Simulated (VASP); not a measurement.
# Nb (P6/mmm) in VASP: notebook, part 2 of 2

VASP 6.6.1. Earlier steps stand in the parts before.

## 6. Single point, PBE (volume scaled by 0.55)

Contents of INCAR:

```
PREC = Accurate ; ENCUT = 520
EDIFF = 1E-6 ; ISMEAR = -1
SIGMA = 0.05 ; LREAL = F
LASPH = T ; NELM = 80
ALGO = Normal ; ISIF = 2
LWAVE = F ; LCHARG = F
GGA = PE ; NBANDS = 12
```

Contents of KPOINTS:

```
regular mesh
0
Gamma
  15 15 14
```

Contents of POSCAR:

```
Nb
1.0
    2.3497538910      0.0000000000      0.0000000000
   -1.1748769455      2.0349465623      0.0000000000
    0.0000000000      0.0000000000      2.2270811374
Nb
1
Direct
    0.0000000000      0.0000000000      0.0000000000
```

Potentials or basis: VASP PAW PBE potentials, release 64 (Nb_sv).

The run is started by

```
cat potpaw_PBE.64/Nb_sv/POTCAR > POTCAR
mpirun -np 1 vasp_std > vasp.out
```

OUTCAR:

```text
PREC = Accurate
   ENCUT = 520
   EDIFF = 1E-6
   ISMEAR = -1
   LREAL = F
   LASPH = T
   NELM = 80
   ISIF = 2
   GGA = PE

 ion  position               nearest neighbor table
   1  0.000  0.000  0.000-

  LATTYP: Found a hexagonal cell.
 ALAT       =     2.3497538910
 C/A-ratio  =     0.9477933608

  Lattice vectors:

 A1 = (   2.3497538910,   0.0000000000,   0.0000000000)
 A2 = (  -1.1748769455,   2.0349465623,   0.0000000000)
 A3 = (   0.0000000000,   0.0000000000,   2.2270811374)

Analysis of symmetry for initial positions (statically):
=====================================================================
 Subroutine PRICEL returns:
 Original cell was already a primitive cell.

 Routine SETGRP: Setting up the symmetry group for a
 hexagonal supercell.

 Subroutine GETGRP returns: Found 24 space group operations
 (whereof 24 operations were pure point group operations)
 out of a pool of 24 trial point group operations.

The static configuration has the point symmetry D_6h.

Analysis of symmetry for dynamics (positions and initial velocities):
=====================================================================
 Subroutine PRICEL returns:
 Original cell was already a primitive cell.

 Routine SETGRP: Setting up the symmetry group for a
 hexagonal supercell.

 Subroutine GETGRP returns: Found 24 space group operations
 (whereof 24 operations were pure point group operations)
 out of a pool of 24 trial point group operations.

The dynamic configuration has the point symmetry D_6h.

 Subroutine INISYM returns: Found 24 space group operations
 (whereof 24 operations are pure point group operations),
 and found     1 'primitive' translations

----------------------------------------------------------------------------------------

                                     Primitive cell

  volume of cell :      10.6491

  direct lattice vectors                    reciprocal lattice vectors
     2.349753891  0.000000000  0.000000000     0.425576484  0.245706698  0.000000000
    -1.174876946  2.034946562  0.000000000     0.000000000  0.491413396  0.000000000
     0.000000000  0.000000000  2.227081137     0.000000000  0.000000000  0.449018216

  length of vectors
     2.349753891  2.349753891  2.227081137     0.491413396  0.491413396  0.449018216

  position of ions in fractional coordinates (direct lattice)
     0.000000000  0.000000000  0.000000000

  ion indices of the primitive-cell ions
   primitive index   ion index
                 1           1

----------------------------------------------------------------------------------------

 KPOINTS: regular mesh

Automatic generation of k-mesh.
 Grid dimensions read from file:
 generate k-points for:   15   15   14

 Generating k-lattice:

  Cartesian coordinates                     Fractional coordinates (reciprocal lattice)
     0.028371766  0.016380447  0.000000000     0.066666667  0.000000000  0.000000000
     0.000000000  0.032760893  0.000000000     0.000000000  0.066666667  0.000000000
     0.000000000  0.000000000  0.032072730     0.000000000  0.000000000  0.071428571

  Length of vectors
     0.032760893  0.032760893  0.032072730

  Shift w.r.t. Gamma in fractional coordinates (k-lattice)
     0.000000000  0.000000000  0.000000000

 Subroutine IBZKPT returns following result:
 ===========================================

 Found    216 irreducible k-points:

 Following reciprocal coordinates:
            Coordinates               Weight
  0.000000  0.000000  0.000000      1.000000
  0.066667  0.000000  0.000000      6.000000
  0.133333  0.000000  0.000000      6.000000
  0.200000  0.000000  0.000000      6.000000
  0.266667  0.000000  0.000000      6.000000
  0.333333  0.000000  0.000000      6.000000
[... 16 lines left out ...]
  0.333333  0.200000  0.000000     12.000000
  0.400000  0.200000  0.000000      6.000000
 [... further k-points ...]
   k-points           NKPTS =    216   k-points in BZ     NKDIM =    216   number of bands    NBANDS=     12
   number of dos      NEDOS =    301   number of ions     NIONS =      1
   total plane-waves  NPLWV =   5832
   dimension x,y,z NGX =    18 NGY =   18 NGZ =   18
   dimension x,y,z NGXF=    36 NGYF=   36 NGZF=   36
   ions per type =               1
   NGX,Y,Z   is equivalent  to a cutoff of  12.74, 12.74, 13.44 a.u.
   NGXF,Y,Z  is equivalent  to a cutoff of  25.47, 25.47, 26.87 a.u.
 SYSTEM =  unknown system
   PREC   = accura    normal or accurate (medium, high low for compatibility)
   ISTART =      0    job   : 0-new  1-cont  2-samecut
   ICHARG =      2    charge: 1-file 2-atom 10-const
   ISPIN  =      1    spin polarized calculation?
   LNONCOLLINEAR =      F non collinear calculations
   LSORBIT =      F    spin-orbit coupling
   LASPH  =      T    aspherical Exc in radial PAW
   ENCUT  =  520.0 eV  38.22 Ry    6.18 a.u.   4.37  4.37  4.14*2*pi/ulx,y,z
   NELM   =     80;   NELMIN=  2; NELMDL= -5     # of ELM steps
   EDIFF  = 0.1E-05   stopping-criterion for ELM
   LREAL  =      F    real-space projection
   EDIFFG = 0.1E-04   stopping-criterion for IOM
   NSW    =      0    number of steps for IOM
   IBRION =     -1    ionic relax: 0-MD 1-quasi-New 2-CG
   NFREE  =      0    steps in history (QN), initial steepest desc. (CG)
   ISIF   =      2    stress and relaxation
   ISYM   =      2    0-nonsym 1-usesym 2-fastsym
   POTIM  = 0.5000    time-step for ionic-motion
   TEBEG  =    0.0;   TEEND  =   0.0 temperature during run
   PSTRESS=    0.0 pullay stress
   NELECT =      13.0000    total number of electrons
   NUPDOWN=      -1.0000    fix difference up-down
   EMIN   =  10.00;   EMAX   =-10.00  energy-range for DOS
   EFERMI =   0.00;   METHOD = LEGACY
   ISMEAR =    -1;   SIGMA  =   0.05  broadening in eV -4-tet -1-fermi 0-gaus
   EFERMI_NEDOS =   21; number of points for ismear=-14 and -15
   IALGO  =     38    algorithm
   IMIX   =      4    mixing-type and parameters
     AMIX     =   0.40;   BMIX     =  1.00
     AMIX_MAG =   1.60;   BMIX_MAG =  1.00
  volume/ion in A,a.u.               =      10.65        71.86
  Fermi-wavevector in a.u.,A,eV,Ry     =   1.749654  3.306366 41.651361  3.061289
  Thomas-Fermi vector in A             =   2.820525
   LORBIT       =      0    0 simple, 1 ext, 2 COOP (PROOUT), +10 PAW based schemes
   GGA     = PE    functional components
   LHFCALC =     F    Hartree Fock is set to
   AEXX    =    0.0000 exact exchange contribution
   IVDW    =     0    specifies the selected vdW correction
   LEPSILON=     F    determine dielectric tensor
   LRPA    =     F    only Hartree local field effects (RPA)
 non-spin polarized calculation
  energy-cutoff  :      520.00
  volume of cell :       10.65
 maximum number of plane-waves:       308
 NGX is ok and might be reduce to    18
   NGX =  9   NGY =  9   NGZ =  9

 number of electron      13.0000000 magnetization

 Free energy of the ion-electron system (eV)
  ---------------------------------------------------
  ext. energy  EPLUGINS =         0.00000000
  ---------------------------------------------------
  free energy    TOTEN  =        -5.09602883 eV

  energy without entropy =       -5.09134786  energy(sigma->0) =       -5.09368834

 E-fermi :  20.9727     XC(G=0): -15.4266

 val. band max:       20.9699967288   @ k =   0.0667   0.0000   0.2143
 cond. band min:      20.9869587086   @ k =   0.4667   0.0000   0.5000
 fundamental gap:      0.0169619798
 Fermi energy:        20.9727227831

 k-point     1 :       0.0000    0.0000    0.0000
  band No.  band energies     occupation
      1     -35.4038      2.00000
      2      -7.5899      2.00000
      3      -7.4552      2.00000
      4      -7.4552      2.00000
      5      14.3787      2.00000
      6      14.9434      2.00000
      7      20.0604      2.00000
      8      20.0604      2.00000
      9      30.8674      0.00000
     10      30.8674      0.00000
     11      33.0549      0.00000
     12      41.3928      0.00000
[... 331 lines left out ...]
 k-point    24 :       0.4000    0.2000    0.0000
  band No.  band energies     occupation
      1     -33.6173      2.00000
      2     -13.2208      2.00000
      3     -10.6262      2.00000
      4      -6.6155      2.00000
      5      16.6717      2.00000
      6      18.3628      2.00000
      7      23.1914      0.00000
      8      23.8222      0.00000
      9      26.8924      0.00000
     10      31.5816      0.00000
     11      35.6532      0.00000
     12      37.0120      0.00000

 [... further k-points ...]

------------------------ aborting loop because EDIFF is reached ----------------------------------------

  FORCE on cell =-STRESS in cart. coord.  units (eV):
  Direction    XX          YY          ZZ          XY          YZ          ZX
  --------------------------------------------------------------------------------------
  -------------------------------------------------------------------------------------
  Total       17.8583122     17.8583122     17.8502150      0.0000000     -0.0000000      0.0000000
  in kB     2686.8261519   2686.8261520   2685.6079124      0.0000000     -0.0000000      0.0000000
  external PRESSURE =    2686.4200721 kB  Pullay stress =       0.0000000 kB

 VOLUME and BASIS-vectors are now :
 -----------------------------------------------------------------------------
  energy-cutoff  :      520.00
  volume of cell :       10.65
      direct lattice vectors                 reciprocal lattice vectors
     2.349753891  0.000000000  0.000000000     0.425576484  0.245706698  0.000000000
    -1.174876946  2.034946562  0.000000000     0.000000000  0.491413396  0.000000000
     0.000000000  0.000000000  2.227081137     0.000000000  0.000000000  0.449018216

 POSITION                                       TOTAL-FORCE (eV/Angst)
 -----------------------------------------------------------------------------------
      0.00000      0.00000      0.00000        -0.000000      0.000000      0.000000
 -----------------------------------------------------------------------------------
    total drift:                               -0.000000      0.000000     -0.000000

  FREE ENERGIE OF THE ION-ELECTRON SYSTEM (eV)
  ---------------------------------------------------
  free  energy   TOTEN  =        -5.0960288288 eV

  energy  without entropy=       -5.0913478608  energy(sigma->0) =       -5.09368834
```

OSZICAR:

```text
N       E                     dE             d eps       ncg     rms          rms(c)
DAV:   1     0.132560227645E+03    0.13256E+03   -0.76437E+03  5256   0.116E+03
DAV:   2    -0.724248460916E+00   -0.13328E+03   -0.12719E+03  5348   0.423E+02
DAV:   3    -0.489039877535E+01   -0.41662E+01   -0.39786E+01  7480   0.685E+01
DAV:   4    -0.507157697186E+01   -0.18118E+00   -0.18026E+00  6884   0.123E+01
DAV:   5    -0.507994636181E+01   -0.83694E-02   -0.83665E-02  7708   0.221E+00    0.182E+01
DAV:   6    -0.503888516155E+01    0.41061E-01   -0.20234E-01  8320   0.585E+00    0.895E+00
DAV:   7    -0.508393909685E+01   -0.45054E-01   -0.13583E-01  8496   0.455E+00    0.137E+00
DAV:   8    -0.509604992113E+01   -0.12111E-01   -0.24693E-02  5880   0.203E+00    0.265E-01
DAV:   9    -0.509596495468E+01    0.84966E-04   -0.18181E-03  7368   0.424E-01    0.104E-01
DAV:  10    -0.509603073373E+01   -0.65779E-04   -0.19376E-04  6184   0.218E-01    0.256E-02
DAV:  11    -0.509602883009E+01    0.19036E-05   -0.10222E-05  6784   0.378E-02    0.349E-03
DAV:  12    -0.509602882882E+01    0.12690E-08   -0.24644E-07  4444   0.752E-03
   1 F= -.50960288E+01 E0= -.50936883E+01  d E =-.468097E-02
```

It took 34 s on 1 thread of AMD EPYC 7R43 (Zen 3), shared host; peak memory 0.1 GiB.

What came out:

```
Free energy : -5.0960 eV
Pressure    : 268.6 GPa
```

Stress tensor (GPa, compression positive):
```
268.68   0.00   0.00
  0.00 268.68   0.00
  0.00   0.00 268.56
```
